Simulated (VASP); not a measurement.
Here is a VASP 6.6.1 calculation.

Contents of INCAR:

```
SYSTEM = AlN
ALGO = Normal
EDIFF = 1E-6
ENCUT = 600
GGA = PS
GGA_COMPAT = .FALSE.
ISIF = 2
ISMEAR = 0
LASPH = .TRUE.
LCHARG = .TRUE.
LELF = .TRUE.
LREAL = .FALSE.
LVHAR = .TRUE.
LWAVE = .FALSE.
NBANDS = 11
NELM = 120
PREC = Accurate
SIGMA = 0.01
```

File KPOINTS:

```
k-points
0
G
  6 6 6
  0 0 0
```

Contents of POSCAR:

```
AlN
1.0
   -0.0199506051      2.1906261990      2.1906261990
    2.1906261990     -0.0199506051      2.1906261990
    2.1906261990      2.1906261990     -0.0199506051
Al N
1 1
Direct
   -0.0006248666     -0.0006248666     -0.0006248666
    0.2506248666      0.2506248666      0.2506248666
```

Potentials or basis: VASP PAW PBE potentials, release 64 (Al, N).

Run with:

```bash
$ cat potpaw_PBE.64/Al/POTCAR potpaw_PBE.64/N/POTCAR > POTCAR
$ mpirun -np 1 vasp_std > vasp.out
```

Problem. Estimate the pressure.

Solution. -3.3 GPa.

Problem. Estimate the band gap on the k mesh.

Solution. 3.10 eV, indirect (least direct gap 3.85 eV).

Stress tensor (GPa, compression positive):
```
-3.31  1.59  1.59
 1.59 -3.31  1.59
 1.59  1.59 -3.31
```

Caveat: the PAW data sets were made with another functional, which shifts forces and pressure a little. As with any semilocal functional, this PBEsol gap is likely too small.
